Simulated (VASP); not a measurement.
# CoO (R3m) in VASP: single point with LDA

Aim: the single point of CoO with LDA.

All numbers are computed with VASP 6.6.1; they aren't measurements. Logs are shortened: lines on timing, memory, paths and dates and some standing lists are left out, and cuts for length are marked.

### 1 The cell of the first run

Symmetry: R3m, No. 160, trigonal system. Conventional cell: a = 3.204 Å, b = 3.204 Å, c = 7.699 Å, α = 90.00°, β = 90.00°, γ = 120.00°. Co (site symmetry 3m) has 4 O at 1.91 to 1.96 Å within 2.5 Å. Within 2.5 Å of O (site symmetry 3m) lie 4 Co at 1.91 to 1.96 Å.

### 2 Single point, LDA, collinear spin, antiferromagnetic start

File INCAR:

```
SYSTEM = CoO
PREC     = Accurate       ! precision mode
ENCUT    = 520            ! plane-wave cutoff, eV
EDIFF    = 1E-6           ! SCF threshold, eV
ISMEAR   = 0              ! smearing method
SIGMA    = 0.1            ! smearing width, eV
LREAL    = .FALSE.        ! projectors in reciprocal space
LASPH    = .TRUE.         ! aspherical terms in the spheres
NELM     = 150            ! most SCF steps
ALGO     = Normal         ! electronic algorithm
ISIF     = 2              ! what is computed and relaxed
LWAVE    = .FALSE.        ! write WAVECAR
LCHARG   = .TRUE.         ! write CHGCAR
ISPIN    = 2              ! spin polarisation
MAGMOM   = -3 3 0 0       ! initial moments
LORBIT   = 11             ! projections on sites
LMAXMIX  = 4              ! l up to which the mixer works
GGA      = CA             ! functional
LELF     = .TRUE.         ! ELF
LVHAR    = .TRUE.       
NBANDS   = 27             ! bands
```

File KPOINTS:

```
Automatic mesh
0
G
  6 6 6
  0 0 0
```

File POSCAR:

```
CoO
1.0
    1.6022198417      0.9250420569      5.1329417806
   -1.6022198417      0.9250420569      5.1329417806
    0.0000000000     -1.8500841138      5.1329417806
Co O
2 2
Direct
    0.9994877300      0.9994877300      0.9994877300
    0.4994905900      0.4994905900      0.4994905900
    0.3754955300      0.3754955300      0.3754955300
    0.8755255000      0.8755255000      0.8755255000
```

Potentials or basis: VASP PAW LDA potentials, release 64 (Co, O).

Run with:

```bash
$ cat potpaw_LDA.64/Co/POTCAR potpaw_LDA.64/O/POTCAR > POTCAR
$ mpirun -np 1 vasp_std > vasp.out
```

OUTCAR:

```text
SYSTEM = CoO
   PREC = Accurate
   ENCUT = 520
   EDIFF = 1E-6
   ISMEAR = 0
   LREAL = .FALSE.
   LASPH = .TRUE.
   NELM = 150
   ISIF = 2
   ISPIN = 2
   LORBIT = 11
   GGA = CA

 ion  position               nearest neighbor table
   1  0.999  0.999  0.999-   4 1.91   3 1.96   3 1.96   3 1.96
   2  0.499  0.499  0.499-   3 1.91   4 1.96   4 1.96   4 1.96
   3  0.375  0.375  0.375-   2 1.91   1 1.96   1 1.96   1 1.96
   4  0.876  0.876  0.876-   1 1.91   2 1.96   2 1.96   2 1.96

  LATTYP: Found a trigonal (rhomboedric) cell.
 ALAT       =     5.4561802162
 COS(alpha) =     0.8275366594

  Lattice vectors:

 A1 = (   1.6022198417,   0.9250420569,   5.1329417806)
 A2 = (  -1.6022198417,   0.9250420569,   5.1329417806)
 A3 = (   0.0000000000,  -1.8500841138,   5.1329417806)

Analysis of symmetry for initial positions (statically):
=====================================================================
 Subroutine PRICEL returns:
 Original cell was already a primitive cell.

 Routine SETGRP: Setting up the symmetry group for a
 trigonal (rhombohedral) supercell.

 Subroutine GETGRP returns: Found  6 space group operations
 (whereof  6 operations were pure point group operations)
 out of a pool of 12 trial point group operations.

The static configuration has the point symmetry C_3v.

Analysis of symmetry for dynamics (positions and initial velocities):
=====================================================================
 Subroutine PRICEL returns:
 Original cell was already a primitive cell.

 Routine SETGRP: Setting up the symmetry group for a
 trigonal (rhombohedral) supercell.

 Subroutine GETGRP returns: Found  6 space group operations
 (whereof  6 operations were pure point group operations)
 out of a pool of 12 trial point group operations.

The dynamic configuration has the point symmetry C_3v.

Analysis of structural, dynamic, and magnetic symmetry:
=====================================================================
 Subroutine PRICEL returns:
 Original cell was already a primitive cell.

 Routine SETGRP: Setting up the symmetry group for a
 trigonal (rhombohedral) supercell.

 Subroutine GETGRP returns: Found  6 space group operations
 (whereof  6 operations were pure point group operations)
 out of a pool of 12 trial point group operations.

The overall configuration has the point symmetry C_3v.

 Subroutine INISYM returns: Found  6 space group operations
 (whereof  6 operations are pure point group operations),
 and found     1 'primitive' translations

----------------------------------------------------------------------------------------

                                     Primitive cell

  volume of cell :      45.6458

  direct lattice vectors                    reciprocal lattice vectors
     1.602219842  0.925042057  5.132941781     0.312067038  0.180171988  0.064940018
    -1.602219842  0.925042057  5.132941781    -0.312067038  0.180171988  0.064940018
     0.000000000 -1.850084114  5.132941781     0.000000000 -0.360343977  0.064940018

  length of vectors
     5.456180216  5.456180216  5.456180216     0.366148860  0.366148860  0.366148860

  position of ions in fractional coordinates (direct lattice)
     0.999487730  0.999487730  0.999487730
     0.499490590  0.499490590  0.499490590
     0.375495530  0.375495530  0.375495530
     0.875525500  0.875525500  0.875525500

  ion indices of the primitive-cell ions
   primitive index   ion index
                 1           1
                 2           2
                 3           3
                 4           4

----------------------------------------------------------------------------------------

 KPOINTS: Automatic mesh

Automatic generation of k-mesh.
 Grid dimensions read from file:
 generate k-points for:    6    6    6

 Generating k-lattice:

  Cartesian coordinates                     Fractional coordinates (reciprocal lattice)
     0.052011173  0.030028665  0.010823336     0.166666667 -0.000000000  0.000000000
    -0.052011173  0.030028665  0.010823336    -0.000000000  0.166666667  0.000000000
     0.000000000 -0.060057329  0.010823336     0.000000000  0.000000000  0.166666667

  Length of vectors
     0.061024810  0.061024810  0.061024810

  Shift w.r.t. Gamma in fractional coordinates (k-lattice)
     0.000000000  0.000000000  0.000000000

 Subroutine IBZKPT returns following result:
 ===========================================

 Found     32 irreducible k-points:

 Following reciprocal coordinates:
            Coordinates               Weight
  0.000000  0.000000  0.000000      1.000000
  0.166667  0.000000  0.000000      6.000000
  0.333333  0.000000  0.000000      6.000000
  0.500000 -0.000000  0.000000      3.000000
  0.166667  0.166667  0.000000      6.000000
  0.333333  0.166667  0.000000     12.000000
[... 16 lines left out ...]
  0.500000  0.500000  0.166667      6.000000
 -0.333333  0.500000  0.166667     12.000000
 [... further k-points ...]
   k-points           NKPTS =     32   k-points in BZ     NKDIM =     32   number of bands    NBANDS=     27
   number of dos      NEDOS =    301   number of ions     NIONS =      4
   total plane-waves  NPLWV =  74088
   dimension x,y,z NGX =    42 NGY =   42 NGZ =   42
   dimension x,y,z NGXF=    84 NGYF=   84 NGZF=   84
   ions per type =               2   2
   NGX,Y,Z   is equivalent  to a cutoff of  12.80, 12.80, 12.80 a.u.
   NGXF,Y,Z  is equivalent  to a cutoff of  25.59, 25.59, 25.59 a.u.
 SYSTEM =  CoO
   PREC   = accura    normal or accurate (medium, high low for compatibility)
   ISTART =      0    job   : 0-new  1-cont  2-samecut
   ICHARG =      2    charge: 1-file 2-atom 10-const
   ISPIN  =      2    spin polarized calculation?
   LNONCOLLINEAR =      F non collinear calculations
   LSORBIT =      F    spin-orbit coupling
   LASPH  =      T    aspherical Exc in radial PAW
   ENCUT  =  520.0 eV  38.22 Ry    6.18 a.u.  10.14 10.14 10.14*2*pi/ulx,y,z
   NELM   =    150;   NELMIN=  2; NELMDL= -5     # of ELM steps
   EDIFF  = 0.1E-05   stopping-criterion for ELM
   LREAL  =      F    real-space projection
   EDIFFG = 0.1E-04   stopping-criterion for IOM
   NSW    =      0    number of steps for IOM
   IBRION =     -1    ionic relax: 0-MD 1-quasi-New 2-CG
   NFREE  =      0    steps in history (QN), initial steepest desc. (CG)
   ISIF   =      2    stress and relaxation
   ISYM   =      2    0-nonsym 1-usesym 2-fastsym
   POTIM  = 0.5000    time-step for ionic-motion
   TEBEG  =    0.0;   TEEND  =   0.0 temperature during run
   PSTRESS=    0.0 pullay stress
   NELECT =      30.0000    total number of electrons
   NUPDOWN=      -1.0000    fix difference up-down
   EMIN   =  10.00;   EMAX   =-10.00  energy-range for DOS
   EFERMI =   0.00;   METHOD = LEGACY
   ISMEAR =     0;   SIGMA  =   0.10  broadening in eV -4-tet -1-fermi 0-gaus
   EFERMI_NEDOS =   21; number of points for ismear=-14 and -15
   IALGO  =     38    algorithm
   IMIX   =      4    mixing-type and parameters
     AMIX     =   0.40;   BMIX     =  1.00
     AMIX_MAG =   1.60;   BMIX_MAG =  1.00
  volume/ion in A,a.u.               =      11.41        77.01
  Fermi-wavevector in a.u.,A,eV,Ry     =   1.423360  2.689761 27.564786  2.025955
  Thomas-Fermi vector in A             =   2.543966
   LORBIT       =     11    0 simple, 1 ext, 2 COOP (PROOUT), +10 PAW based schemes
   GGA     = CA    functional components
   LHFCALC =     F    Hartree Fock is set to
   AEXX    =    0.0000 exact exchange contribution
   IVDW    =     0    specifies the selected vdW correction
   LEPSILON=     F    determine dielectric tensor
   LRPA    =     F    only Hartree local field effects (RPA)
 spin polarized calculation
 Gauss-broadening in eV      SIGMA  =   0.10
  energy-cutoff  :      520.00
  volume of cell :       45.65
 maximum number of plane-waves:      1242
 NGX is ok and might be reduce to    42
   NGX = 21   NGY = 21   NGZ = 21

 number of electron      30.0000005 magnetization      -0.0572712

 number of electron      30.0000005 magnetization       0.0007065

 Free energy of the ion-electron system (eV)
  ---------------------------------------------------
  ext. energy  EPLUGINS =         0.00000000
  ---------------------------------------------------
  free energy    TOTEN  =       -30.02999185 eV

  energy without entropy =      -30.00601031  energy(sigma->0) =      -30.01800108

 E-fermi :   5.8191     XC(G=0): -11.7395

 val. band max:        5.8123132758   @ k =   0.0000   0.0000   0.0000
 cond. band min:       5.8374165936   @ k =  -0.3333   0.5000   0.1667
 fundamental gap:      0.0251033178
 Fermi energy:         5.8191166016

 spin component 1

 k-point     1 :       0.0000    0.0000    0.0000
  band No.  band energies     occupation
      1     -13.9806      1.00000
      2     -13.2489      1.00000
      3      -1.1958      1.00000
      4      -0.1542      1.00000
      5      -0.1542      1.00000
      6      -0.1249      1.00000
[... 19 lines left out ...]
     26      20.3022      0.00000
     27      22.9678      0.00000
[... 667 lines left out ...]
      5       0.0198      1.00000
      6       0.2534      1.00000
[... 19 lines left out ...]
     26      20.0199      0.00000
     27      20.6675      0.00000

 [... further k-points ...]

 spin component 2

 k-point     1 :       0.0000    0.0000    0.0000
  band No.  band energies     occupation
      1     -13.9806      1.00000
      2     -13.2489      1.00000
      3      -1.1956      1.00000
      4      -0.1550      1.00000
      5      -0.1550      1.00000
      6      -0.1252      1.00000
[... 19 lines left out ...]
     26      20.3021      0.00000
     27      22.9678      0.00000
[... 667 lines left out ...]
      5       0.0197      1.00000
      6       0.2526      1.00000
[... 19 lines left out ...]
     26      20.0194      0.00000
     27      20.6675      0.00000

 [... further k-points ...]
[... 5 lines left out ...]
  --------------------------------------------------------------------------------------
  -------------------------------------------------------------------------------------
  Total       -5.4304361     -5.4304361     -5.5623189      0.0000000      0.0000000      0.0000000
  in kB     -190.6093146   -190.6093146   -195.2384253      0.0000000      0.0000000      0.0000000
  external PRESSURE =    -192.1523515 kB  Pullay stress =       0.0000000 kB

 VOLUME and BASIS-vectors are now :
 -----------------------------------------------------------------------------
  energy-cutoff  :      520.00
  volume of cell :       45.65
      direct lattice vectors                 reciprocal lattice vectors
     1.602219842  0.925042057  5.132941781     0.312067038  0.180171988  0.064940018
    -1.602219842  0.925042057  5.132941781    -0.312067038  0.180171988  0.064940018
     0.000000000 -1.850084114  5.132941781     0.000000000 -0.360343977  0.064940018

 POSITION                                       TOTAL-FORCE (eV/Angst)
 -----------------------------------------------------------------------------------
      0.00000      0.00000     15.39094         0.000000      0.000000      0.024003
      0.00000      0.00000      7.69157         0.000000     -0.000000      0.020857
      0.00000      0.00000      5.78219         0.000000     -0.000000     -0.019766
      0.00000      0.00000     13.48206         0.000000     -0.000000     -0.025095
 -----------------------------------------------------------------------------------
    total drift:                                0.000000     -0.000000     -0.000155

  FREE ENERGIE OF THE ION-ELECTRON SYSTEM (eV)
  ---------------------------------------------------
  free  energy   TOTEN  =       -30.0299918519 eV

  energy  without entropy=      -30.0060103072  energy(sigma->0) =      -30.01800108

 total charge

# of ion       s       p       d       tot
------------------------------------------
    1        0.347   0.446   7.254   8.047
    2        0.347   0.446   7.254   8.046
    3        1.543   3.390   0.000   4.933
    4        1.543   3.390   0.000   4.933
--------------------------------------------------
tot          3.780   7.672  14.507  25.959

 magnetization (x)

# of ion       s       p       d       tot
------------------------------------------
    1       -0.006  -0.036  -1.896  -1.939
    2        0.006   0.036   1.897   1.939
    3       -0.009  -0.121   0.000  -0.130
    4        0.009   0.121   0.000   0.130
--------------------------------------------------
tot         -0.000   0.000   0.001   0.001
```

Wall time 2.8 min (1 thread of AMD EPYC 9R45 (Zen 5), shared host); peak memory 0.22 GiB.

What came out:

```
Free energy                                           : -30.0300 eV
Pressure                                              : -19.2 GPa
Largest force                                         : 0.025 eV/Å
Band gap on the k mesh                                : zero (filled and empty bands overlap)
Net moment                                            : 0.00 μB per cell
Site moments                                          : Co -1.94, +1.94; O -0.13, +0.13 μB
Valence electrons inside the program's atomic spheres : Co 8.05; O 4.93
```

Forces on the atoms (eV/Å):
```
Co   0.000  0.000  0.024
Co   0.000  0.000  0.021
O    0.000  0.000 -0.020
O    0.000  0.000 -0.025
```

Caveat: the k points lie up to 0.38 Å⁻¹ apart; semilocal functionals often make such compounds metallic where correlation or magnetic order opens a gap, which also shifts bond lengths. With open d or f shells a metallic result of LDA can be an artefact of self-interaction; +U or a hybrid may open a gap.
